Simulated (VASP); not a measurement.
# InP (F-43m) in VASP: a series of runs, part 2 of 2

VASP 6.6.1.

## 5. Single point, PBEsol

This run uses another cell than the first one, of 23.31 Å³/atom, 1.029 times its volume.

INCAR reads:

```
ALGO     = Normal         # electronic algorithm
EDIFF    = 1E-6           # SCF threshold, eV
ENCUT    = 520            # plane-wave cutoff, eV
GGA      = PS             # functional
ISIF     = 2              # what is computed and relaxed
ISMEAR   = 0              # smearing method
LASPH    = True           # aspherical terms in the spheres
LCHARG   = True           # write CHGCAR
LELF     = True           # ELF
LREAL    = False          # projectors in reciprocal space
LVHAR    = True         
LWAVE    = False          # write WAVECAR
NBANDS   = 16             # bands
NELM     = 60             # most SCF steps
PREC     = Accurate       # precision mode
SIGMA    = 0.01           # smearing width, eV
```

KPOINTS reads:

```
k-points
0
Gamma
  6 6 6
```

POSCAR reads:

```
InP
1.0
    0.0000000000      2.8566394728      2.8566394728
    2.8566394728      0.0000000000      2.8566394728
    2.8566394728      2.8566394728      0.0000000000
In P
1 1
Direct
    0.0000000000      0.0000000000      0.0000000000
    0.7500000000      0.7500000000      0.7500000000
```

Potentials or basis: VASP PAW PBE potentials, release 64 (In_d, P).

Launch:

```
$ cat potpaw_PBE.64/In_d/POTCAR potpaw_PBE.64/P/POTCAR > POTCAR
$ mpirun -np 1 vasp_std > vasp.out
```

OUTCAR:

```text
EDIFF = 1E-6
   ENCUT = 520
   GGA = PS
   ISIF = 2
   ISMEAR = 0
   LASPH = True
   LREAL = False
   NELM = 60
   PREC = Accurate

 ion  position               nearest neighbor table
   1  0.000  0.000  0.000-   2 2.47   2 2.47   2 2.47   2 2.47
   2  0.750  0.750  0.750-   1 2.47   1 2.47   1 2.47   1 2.47

  LATTYP: Found a face centered cubic cell.
 ALAT       =     5.7132789456

  Lattice vectors:

 A1 = (   0.0000000000,   2.8566394728,   2.8566394728)
 A2 = (   2.8566394728,   0.0000000000,   2.8566394728)
 A3 = (   2.8566394728,   2.8566394728,   0.0000000000)

Analysis of symmetry for initial positions (statically):
=====================================================================
 Subroutine PRICEL returns:
 Original cell was already a primitive cell.

 Routine SETGRP: Setting up the symmetry group for a
 face centered cubic supercell.

 Subroutine GETGRP returns: Found 24 space group operations
 (whereof 24 operations were pure point group operations)
 out of a pool of 48 trial point group operations.

The static configuration has the point symmetry T_d .

Analysis of symmetry for dynamics (positions and initial velocities):
=====================================================================
 Subroutine PRICEL returns:
 Original cell was already a primitive cell.

 Routine SETGRP: Setting up the symmetry group for a
 face centered cubic supercell.

 Subroutine GETGRP returns: Found 24 space group operations
 (whereof 24 operations were pure point group operations)
 out of a pool of 48 trial point group operations.

The dynamic configuration has the point symmetry T_d .

 Subroutine INISYM returns: Found 24 space group operations
 (whereof 24 operations are pure point group operations),
 and found     1 'primitive' translations

----------------------------------------------------------------------------------------

                                     Primitive cell
[... 99 lines left out ...]
   IALGO  =     38    algorithm
   IMIX   =      4    mixing-type and parameters
     AMIX     =   0.40;   BMIX     =  1.00
     AMIX_MAG =   1.60;   BMIX_MAG =  1.00
  volume/ion in A,a.u.               =      23.31       157.31
  Fermi-wavevector in a.u.,A,eV,Ry     =   1.192066  2.252678 19.334163  1.421021
  Thomas-Fermi vector in A             =   2.328113
   LORBIT       =      0    0 simple, 1 ext, 2 COOP (PROOUT), +10 PAW based schemes
   GGA     = PS    functional components
   LHFCALC =     F    Hartree Fock is set to
   AEXX    =    0.0000 exact exchange contribution
   IVDW    =     0    specifies the selected vdW correction
   LEPSILON=     F    determine dielectric tensor
   LRPA    =     F    only Hartree local field effects (RPA)
 non-spin polarized calculation
 Gauss-broadening in eV      SIGMA  =   0.01
  energy-cutoff  :      520.00
  volume of cell :       46.62
 maximum number of plane-waves:      1278
   NGX = 15   NGY = 15   NGZ = 15

 number of electron      17.9999993 magnetization

 Free energy of the ion-electron system (eV)
  ---------------------------------------------------
  ext. energy  EPLUGINS =         0.00000000
  ---------------------------------------------------
  free energy    TOTEN  =        -9.05884138 eV

  energy without entropy =       -9.05884138  energy(sigma->0) =       -9.05884138

 E-fermi :   6.0887     XC(G=0):  -9.8183

 val. band max:        5.9787647003   @ k =   0.0000   0.0000   0.0000
 cond. band min:       6.9980498631   @ k =   0.0000   0.0000   0.0000
 fundamental gap:      1.0192851628
 Fermi energy:         6.0886859839

 k-point     1 :       0.0000    0.0000    0.0000
  band No.  band energies     occupation
      1      -8.3655      2.00000
      2      -8.3655      2.00000
      3      -8.3655      2.00000
      4      -8.1684      2.00000
      5      -8.1684      2.00000
      6      -6.1305      2.00000
[... 281 lines left out ...]
      3      -8.2413      2.00000
      4      -8.2070      2.00000
      5      -8.1400      2.00000
      6      -3.2674      2.00000
[... 8 lines left out ...]
     15      17.4916      0.00000
     16      18.2496      0.00000

------------------------ aborting loop because EDIFF is reached ----------------------------------------

  FORCE on cell =-STRESS in cart. coord.  units (eV):
  Direction    XX          YY          ZZ          XY          YZ          ZX
  --------------------------------------------------------------------------------------
  -------------------------------------------------------------------------------------
  Total        2.0135094      2.0135094      2.0135094      0.0000000      0.0000000     -0.0000000
  in kB       69.1939212     69.1939212     69.1939212      0.0000000      0.0000000     -0.0000000
  external PRESSURE =      69.1939212 kB  Pullay stress =       0.0000000 kB

 VOLUME and BASIS-vectors are now :
 -----------------------------------------------------------------------------
  energy-cutoff  :      520.00
  volume of cell :       46.62
      direct lattice vectors                 reciprocal lattice vectors
     0.000000000  2.856639473  2.856639473    -0.175030838  0.175030838  0.175030838
     2.856639473  0.000000000  2.856639473     0.175030838 -0.175030838  0.175030838
     2.856639473  2.856639473  0.000000000     0.175030838  0.175030838 -0.175030838

 POSITION                                       TOTAL-FORCE (eV/Angst)
 -----------------------------------------------------------------------------------
      0.00000      0.00000      0.00000         0.000000      0.000000      0.000000
      4.28496      4.28496      4.28496        -0.000000     -0.000000     -0.000000
 -----------------------------------------------------------------------------------
    total drift:                                0.000000      0.000000      0.000000

  FREE ENERGIE OF THE ION-ELECTRON SYSTEM (eV)
  ---------------------------------------------------
  free  energy   TOTEN  =        -9.0588413827 eV

  energy  without entropy=       -9.0588413827  energy(sigma->0) =       -9.05884138
```

OSZICAR:

```text
N       E                     dE             d eps       ncg     rms          rms(c)
DAV:   1     0.109511377112E+03    0.10951E+03   -0.82532E+03   520   0.127E+03
DAV:   2    -0.233840002793E+01   -0.11185E+03   -0.10633E+03   552   0.293E+02
DAV:   3    -0.933928556511E+01   -0.70009E+01   -0.69640E+01   680   0.754E+01
DAV:   4    -0.950310226759E+01   -0.16382E+00   -0.16377E+00   632   0.119E+01
DAV:   5    -0.951082580860E+01   -0.77235E-02   -0.77233E-02   792   0.225E+00    0.627E+00
DAV:   6    -0.910610351435E+01    0.40472E+00   -0.58725E-01   808   0.147E+01    0.365E+00
DAV:   7    -0.906145889637E+01    0.44645E-01   -0.16468E-01   744   0.397E+00    0.119E+00
DAV:   8    -0.905860256433E+01    0.28563E-02   -0.18357E-02   640   0.162E+00    0.435E-01
DAV:   9    -0.905874876053E+01   -0.14620E-03   -0.12627E-03   688   0.358E-01    0.191E-01
DAV:  10    -0.905881825353E+01   -0.69493E-04   -0.22887E-04   752   0.245E-01    0.114E-01
DAV:  11    -0.905884267404E+01   -0.24421E-04   -0.67559E-05   632   0.112E-01    0.578E-02
DAV:  12    -0.905884127884E+01    0.13952E-05   -0.79681E-06   584   0.217E-02    0.117E-02
DAV:  13    -0.905884138267E+01   -0.10383E-06   -0.11170E-06   552   0.537E-03
   1 F= -.90588414E+01 E0= -.90588414E+01  d E =-.262748E-56
```

stdout:

```text
POSCAR found type information on POSCAR InP
 POSCAR found :  2 types and       2 ions
 scaLAPACK will be used
 -----------------------------------------------------------------------------
|                                                                             |
|                                                                             |
|     You enforced a specific xc type in the INCAR file but a different       |
|     I HOPE YOU KNOW WHAT YOU ARE DOING!                                     |
|                                                                             |
 -----------------------------------------------------------------------------

 LDA part: xc-table for (Slater+PW92), standard interpolation
 POSCAR, INCAR and KPOINTS ok, starting setup
 FFT: planning ... GRIDC
 FFT: planning ... GRID_SOFT
 FFT: planning ... GRID
 WAVECAR not read
 entering main loop
```

Wall time 14 s (1 thread of Intel Xeon 6975P-C, shared host); peak memory 0.17 GiB.

What came out:

```
Free energy            : -9.0588 eV
Pressure               : 6.9 GPa
Band gap on the k mesh : 1.02 eV, direct
```

Caveat: the PAW data sets were made with another functional, which shifts forces and pressure a little; spin-orbit coupling is left out, which moves the levels of the heavy elements. Expect the measured gap to be larger: semilocal functionals such as PBEsol lack the derivative discontinuity.

## 6. The runs side by side

| cell | gap on the mesh (eV) | pressure (GPa) |
| --- | --- | --- |
| a = 4.001 Å, angles 60.0°, 2 atoms | 1.17 | 9.9 |
| a = 3.945 Å, angles 60.0°, 2 atoms | 1.34 | 14.9 |
| a = 4.084 Å, angles 60.0°, 2 atoms | 0.85 | 4.0 |
| a = 4.040 Å, angles 60.0°, 2 atoms | 1.02 | 6.9 |

Alike in all rows: task single point; level PBEsol; potentials or basis VASP PAW PBE potentials, release 64 (In_d, P); no spin polarisation; k mesh 6 × 6 × 6; cutoff (eV) 520; smearing gaussian 0.01 eV.

Caveats: the PAW data sets were made with another functional, which shifts forces and pressure a little; spin-orbit coupling is left out, which moves the levels of the heavy elements.

Total energies depend on the potentials used, so only differences within one code and one set of settings carry meaning.
